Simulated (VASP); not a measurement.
Crystal: CsGe3.

```
Cs Ge
1.0
     5.53822    0.00000    0.00000
    -2.76911    4.79624    0.00000
     0.00000    0.00000    4.05711
Cs Ge
1 3
Direct
  0.00000 0.00000 0.00000
  0.50000 0.00000 0.00000
  0.00000 0.50000 0.00000
  0.50000 0.50000 0.00000
```

The cell was generated, and may not be a known phase.

- Program: VASP 6.6.1
- Task: relaxation of cell and atoms
- Functional: PBE
- Potentials or basis: VASP PAW PBE potentials, release 64 (Cs_sv, Ge_d)
- Cutoff: 600 eV
- k mesh: 6 × 6 × 4
- Occupations: gaussian, width 0.1 eV
- Spin: no spin polarisation

At the start: pressure 15.0 GPa; volume 26.94 Å³/atom.

**Question.** Where does the relaxation end?

**Answer.** Over 22 steps the energy falls by 734.3 meV/atom and the volume is 29.44 Å³/atom (+9.3 %); space group P6/mmm (No. 191, to 0.1 Å) before and after.

The path:
```csv
step,energy change (eV),largest force (eV/Å),pressure (GPa),volume (Å³)
1,0.0000,0.0000,14.96,107.77
2,-1.9484,0.0000,-1.89,150.63
3,-1.9683,0.0000,-1.15,144.63
4,-2.1100,0.0000,-1.49,140.34
5,-2.5952,0.0000,-1.88,126.89
6,-1.3306,0.0000,17.76,97.42
7,-2.6832,0.0000,-1.61,123.86
8,-2.8171,0.0000,0.34,114.82
9,-2.7791,0.0000,4.66,106.27
10,-2.8387,0.0000,1.01,112.94
11,-2.8571,0.0000,2.11,110.10
12,-2.8488,0.0000,3.18,108.19
13,-2.8593,0.0000,2.57,109.36
14,-2.8249,0.0000,2.93,111.77
15,-2.8843,0.0000,2.47,110.22
16,-2.9331,0.0000,0.61,115.53
17,-2.9350,0.0000,-0.01,117.88
18,-2.9352,0.0000,-0.12,117.72
19,-2.9354,0.0000,0.07,116.62
20,-2.9355,0.0000,0.12,116.87
21,-2.9355,0.0000,0.01,117.30
22,-2.9374,0.0000,-0.04,117.75
```

Final structure:
```cif
data_structure
_symmetry_space_group_name_H-M 'P 1'
_symmetry_Int_Tables_number 1
_cell_length_a 6.8541
_cell_length_b 6.8541
_cell_length_c 2.8943
_cell_angle_alpha 90.000
_cell_angle_beta 90.000
_cell_angle_gamma 120.000
_cell_volume 117.75
loop_
_atom_site_label
_atom_site_type_symbol
_atom_site_fract_x
_atom_site_fract_y
_atom_site_fract_z
_atom_site_occupancy
Cs1 Cs 0.00000 0.00000 0.00000 1
Ge1 Ge 0.50000 0.00000 0.00000 1
Ge2 Ge 0.00000 0.50000 0.00000 1
Ge3 Ge 0.50000 0.50000 0.00000 1
```

Caveat: the k points lie up to 0.54 Å⁻¹ apart in the final cell, too coarse for converged energies and pressures of a metal; a cell axis changed by over 15 % at a fixed basis, so the end point is rough; an odd number of electrons without spin polarisation forces a metal; a magnetic or distorted state may lie lower.
